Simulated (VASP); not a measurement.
Runs of VASP 6.6.1 on ZnSe. The structure is that of space group F-43m (No. 216), or close to it. The cells are those of the table. 

```csv
task,level,spin,cell,k mesh,smearing,grid for exact exchange (PRECFOCK),share of exact exchange,screening parameter,gap on the mesh (eV),pressure (GPa)
dielectric tensor,r2SCAN,off,"a = 4.006 Å, angles 60.0°, 2 atoms",6 × 6 × 6,gaussian 0.01 eV,-,-,-,1.87,-
dielectric tensor,r2SCAN,off,"a = 4.046 Å, angles 60.0°, 2 atoms",6 × 6 × 6,gaussian 0.01 eV,-,-,-,1.74,-
dielectric tensor,r2SCAN,off,"a = 3.926 Å, angles 60.0°, 2 atoms",6 × 6 × 6,gaussian 0.01 eV,-,-,-,2.14,-
dielectric tensor,r2SCAN,off,"a = 3.885 Å, angles 60.0°, 2 atoms",6 × 6 × 6,gaussian 0.01 eV,-,-,-,(b),-
single point,r2SCAN,"non-collinear, zero start, SOC","a = 4.126 Å, angles 60.0°, 2 atoms",8 × 8 × 8,fermi-dirac 0.02 eV,-,-,-,-,(a)
dielectric tensor,r2SCAN,off,"a = 3.966 Å, angles 60.0°, 2 atoms",6 × 6 × 6,gaussian 0.01 eV,-,-,-,2.01,-
dielectric tensor,r2SCAN,off,"a = 4.086 Å, angles 60.0°, 2 atoms",6 × 6 × 6,gaussian 0.01 eV,-,-,-,1.62,-
single point,HSE06,off,"a = 3.966 Å, angles 60.0°, 2 atoms",6 × 6 × 6,gaussian 0.01 eV,Normal,0.25,0.2079 1/Å,2.55,3.4
```

Alike in all rows: potentials or basis VASP PAW PBE potentials, release 64 (Zn, Se); cutoff (eV) 520.

Q: Estimate the missing entries.

A: (a) -4.6; (b) 2.28.

Caveats: the PAW data sets were made with another functional, which shifts forces and pressure a little; the cell stands under tension (at least some runs); the cell stands under pressure (at least some runs).

A k mesh can miss the band edges, and rows without SOC leave out spin-orbit coupling on Se.
